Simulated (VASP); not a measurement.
Wanted: the native input for a VASP 6.6.1 run.

* Task: single point
* Functional: PBE
* Potentials or basis: VASP PAW PBE potentials, release 64 (In_d, Bi_d, Se)
* Cutoff: 520 eV
* k mesh: 4 × 4 × 6
* Occupations: gaussian, width 0.1 eV
* Spin: no spin polarisation
* Dipole correction: no
* Further INCAR settings: ALGO = Normal; EDIFF = 1e-06; NBANDS = 28

The structure of InBiSe2 lies in POSCAR:

```
InBiSe2
1.0
    5.7540520039      0.0000000000      0.0000000000
    0.0000000000      5.7540520039      0.0000000000
    0.0000000000      0.0000000000      3.1654063865
In Bi Se
1 1 2
Direct
    0.0000000000      0.0000000000      0.0000000000
    0.5000000000      0.5000000000      0.5000000000
    0.5000000000      0.0000000000      0.0000000000
    0.0000000000      0.5000000000      0.0000000000
```

The input as run:

INCAR

```
  PREC = Accurate
  ENCUT = 520
  EDIFF = 1E-6
  ISMEAR = 0
  SIGMA = 0.1
  LREAL = False
  LASPH = True
  NELM = 100
  ALGO = Normal
  ISIF = 2
  LWAVE = False
  LCHARG = False
  GGA = PE
  NBANDS = 28
```

KPOINTS

```
regular mesh
0
Gamma
  4 4 6
```

Potentials or basis: VASP PAW PBE potentials, release 64 (In_d, Bi_d, Se).

The run is started by

```bash
$ cat potpaw_PBE.64/In_d/POTCAR potpaw_PBE.64/Bi_d/POTCAR potpaw_PBE.64/Se/POTCAR > POTCAR
$ mpirun -np 1 vasp_std > vasp.out
```

It gave:

```json
{
 "Pressure": "0.1 GPa",
 "Band gap on the k mesh": "zero (bands 20 and 21 overlap by 2.62 eV)"
}
```

Caveat: spin-orbit coupling is left out, which moves the levels of the heavy elements.

Wall time 47 s on 1 thread of Intel(R) Xeon(R) Platinum 8259CL CPU @ 2.50GHz (Skylake/Cascade Lake), on a shared host, peak memory 0.26 GiB.
